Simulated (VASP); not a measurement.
A run of VASP 6.6.1 is set up as follows.

Contents of INCAR:

```
SYSTEM = SnRu4
PREC = Accurate ; ENCUT = 560
EDIFF = 1E-6 ; ISMEAR = 0
SIGMA = 0.1 ; LREAL = .False.
LASPH = .True. ; NELM = 120
ALGO = Normal ; ISIF = 2
LWAVE = .False. ; LCHARG = .False.
GGA = PE ; NBANDS = 47
GGA_COMPAT = .False.
```

Contents of KPOINTS:

```
Automatic mesh
0
Gamma
  4 4 4
  0 0 0
```

POSCAR

```
SnRu4
1.0
    4.7765373700      0.0000000000      0.0000000000
    0.0000000000      4.7765373700      0.0000000000
    0.0000000000      0.0000000000      4.0096163400
Sn Ru
1 4
Direct
    0.5000000000      0.5000000000      0.5000000000
    0.2412085800      0.2412085800      0.5000000000
    0.7587914200      0.7587914200      0.5000000000
    0.2412085800      0.7587914200      0.5000000000
    0.7587914200      0.2412085800      0.5000000000
```

Potentials or basis: VASP PAW PBE potentials, release 64 (Sn_d, Ru_sv).

Command:

```bash
$ cat potpaw_PBE.64/Sn_d/POTCAR potpaw_PBE.64/Ru_sv/POTCAR > POTCAR
$ mpirun -np 1 vasp_std > vasp.out
```

**Question.** Estimate the largest force.

**Answer.** 41.600 eV/Å.

**Question.** Predict the band gap on the k mesh.

**Answer.** Zero (bands 39 and 40 overlap by 2.02 eV).

**Question.** What does it give for the pressure?

**Answer.** 199.1 GPa.

Forces in eV/Å, atoms in the order of the input:
```
Sn    0.000   0.000   0.000
Ru  -29.416 -29.416   0.000
Ru   29.416  29.416   0.000
Ru  -29.416  29.416   0.000
Ru   29.416 -29.416   0.000
```

Caveat: the k points lie up to 0.39 Å⁻¹ apart, too coarse for converged energies and pressures of a metal; atoms lie so close that the PAW spheres overlap strongly, which falsifies energies and pressures; spin-orbit coupling is left out, which moves the levels of the heavy elements; forces of over 1 eV/Å act on the atoms, so gaps and moduli don't describe the material at rest.
